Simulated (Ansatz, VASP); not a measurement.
## One calculation of Au, two programs

```
Au
1.0
     0.00000    2.02325    2.02325
     2.02325    0.00000    2.02325
     2.02325    2.02325    0.00000
Au
1
Direct
  0.00000 0.00000 0.00000
```

Alike in both runs: functional LDA; k mesh 17 × 17 × 17; occupations fermi-dirac, width 0.05 eV; no spin polarisation.

Ansatz relaxed the structure, and its values are those at the end. VASP's run is a single point on that final structure, the one shown.

|  | VASP | Ansatz |
| --- | --- | --- |
| version | VASP 6.6.1 | Ansatz 0.2.0 |
| potentials or method | VASP PAW LDA potentials, release 64 (Au), cutoff 520 eV | all-electron LAPW, scalar-relativistic |

VASP gave:

| Property | Result |
| --- | --- |
| pressure (GPa) | 0.5 |

Q: Which values does Ansatz return?

A: Pressure (GPa): 0.0.

LDA's correlation is that of Perdew and Zunger in VASP and of Perdew and Wang (1992) in Ansatz. Ansatz ran all-electron here, and VASP with PAW potentials.

Neither program's run includes spin-orbit coupling.
